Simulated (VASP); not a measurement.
## SiC: relaxation of cell and atoms with PBE

The system is SiC.

```
Si C
1.0
    -3.14126    3.14126    3.14126
     3.14126   -3.14126    3.14126
     3.14126    3.14126   -3.14126
Si C
6 6
Cartesian
  4.7119 0.7853 0.0000
  0.0000 1.5706 2.3559
  0.7853 0.0000 4.7119
  0.0000 4.7119 0.7853
  1.5706 2.3559 0.0000
  2.3559 0.0000 1.5706
  0.7853 3.1413 1.5706
  3.1413 -1.5706 2.3559
  2.3559 3.1413 -1.5706
  3.1413 1.5706 0.7853
  -1.5706 2.3559 3.1413
  1.5706 0.7853 3.1413
```

The cell was built from a structure type or drawn by symmetry, and may not be a known phase.

- Program: VASP 6.6.1
- Task: relaxation of cell and atoms
- Functional: PBE
- Potentials or basis: VASP PAW PBE potentials, release 64 (Si, C)
- Cutoff: 600 eV
- k mesh: 6 × 6 × 6
- Occupations: gaussian, width 0.02 eV
- Spin: no spin polarisation
- Dipole correction: no
- Further INCAR settings: ALGO = Normal; EDIFF = 1e-06; IBRION = 2; EDIFFG = -0.01; NSW = 100; ISIF = 3

```json
{"Pressure after relaxing": "-0.1 GPa", "Band gap on the k mesh": "0.62 eV"}
```

Final structure:
```
CELL_PARAMETERS angstrom
-3.14126 3.14126 3.14126
3.14126 -3.14126 3.14126
3.14126 3.14126 -3.14126
ATOMIC_POSITIONS crystal
Si 0.12500 0.75000 0.87500
Si 0.62500 0.37500 0.25000
Si 0.75000 0.87500 0.12500
Si 0.87500 0.12500 0.75000
Si 0.37500 0.25000 0.62500
Si 0.25000 0.62500 0.37500
C 0.75000 0.37500 0.62500
C 0.12500 0.87500 0.25000
C 0.25000 0.12500 0.87500
C 0.37500 0.62500 0.75000
C 0.87500 0.25000 0.12500
C 0.62500 0.75000 0.37500
```

Levels at points of the mesh, in eV from the valence-band top:
```tsv
k point	band 22	band 23	band 24	band 25	band 26	band 27
(0.00, 0.00, 0.00)	0.00	0.00	0.00	0.62	4.29	5.48
(0.50, 0.00, 0.00)	-1.40	-0.65	-0.65	2.65	2.65	2.85
(0.50, 0.50, 0.50)	-1.20	-1.20	-1.20	3.22	3.22	3.22
```

Wall time 60 s on 1 thread of Intel(R) Xeon(R) 6975P-C (Granite Rapids) (shared host), peak memory 0.32 GiB.

Caveat: the relaxation stopped at its first step, so nothing moved. A k mesh can miss the band edges.
